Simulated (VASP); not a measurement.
Runs of VASP 6.6.1 on TiB2. The structure is that of space group Fm-3m (No. 225), or close to it. The cells are those of the table. 

| task | spin | cell | k mesh | cutoff (eV) | gap on the mesh (eV) | pressure (GPa) | relaxed volume (Å³/atom) |
| --- | --- | --- | --- | --- | --- | --- | --- |
| single point | collinear, ferromagnetic start | a = 3.597 Å, angles 60.0°, 3 atoms | 6 × 6 × 6 | 520 | none | 0.0 | - |
| single point | off | a = 3.499 Å, angles 60.0°, 3 atoms | 6 × 6 × 6 | 520 | none | 14.6 | - |
| single point | off | a = 3.604 Å, angles 60.0°, 3 atoms | 16 × 16 × 16 | 520 | none | -0.1 | - |
| relaxation of cell and atoms | off | relaxed from a = 3.597 Å, angles 60.0°, 3 atoms | 16 × 16 × 16 | 600 | none | 0.0 | (a) |
| relaxation of cell and atoms | off | relaxed from a = 3.499 Å, angles 60.0°, 3 atoms | 6 × 6 × 6 | 600 | none | -0.1 | 10.97 |

Alike in all rows: level PBE; potentials or basis VASP PAW PBE potentials, release 64 (Ti_sv, B); smearing gaussian 0.1 eV.

Question: Fill in the values left out.

Answer: (a) 11.03.

Caveats: some runs use coarse meshes.

A gap of «none» marks levels without a gap at the run's occupations.
